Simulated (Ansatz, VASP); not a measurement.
## Two plane-wave programs on GeS

```xyz
8
Lattice="10.7854 0.0000 0.0000 0.0000 3.6648 0.0000 0.0000 0.0000 4.4582" Properties=species:S:1:pos:R:3 pbc="T T T"
Ge    9.4268    0.9162    1.6251
Ge    1.3586    2.7486    2.8331
Ge    6.7513    2.7486    3.8542
Ge    4.0341    0.9162    0.6040
S     7.0421    0.9162    2.2406
S     3.7433    2.7486    2.2177
S     9.1360    2.7486    0.0114
S     1.6494    0.9162    4.4468
```

Alike in both runs: functional PBE; k mesh 4 × 8 × 6; occupations gaussian, width 0.02 eV; no spin polarisation.

Ansatz relaxed the structure, and its values are those at the end. VASP's run is a single point on that final structure, the one shown.

|  | VASP | Ansatz |
| --- | --- | --- |
| version | VASP 6.6.1 | Ansatz 0.2.0 |
| potentials or method | VASP PAW PBE potentials, release 64 (Ge_d, S), cutoff 500 eV | scalar-relativistic, plane waves, PAW |
| valence electrons in the cell | 80 | 80 |

|  | VASP | Ansatz | Ansatz less VASP |
| --- | --- | --- | --- |
| gap on the k mesh at the Fermi level (eV) | 1.24 | 1.24 | +0.004 |
| least direct gap on the mesh (eV) | 1.24 | 1.24 | +0.004 |
| pressure (GPa) | -0.1 | 0.0 | +0.09 |
| rms of the force components (eV/Å) | 0.004 | 0.001 | -0.0026 |
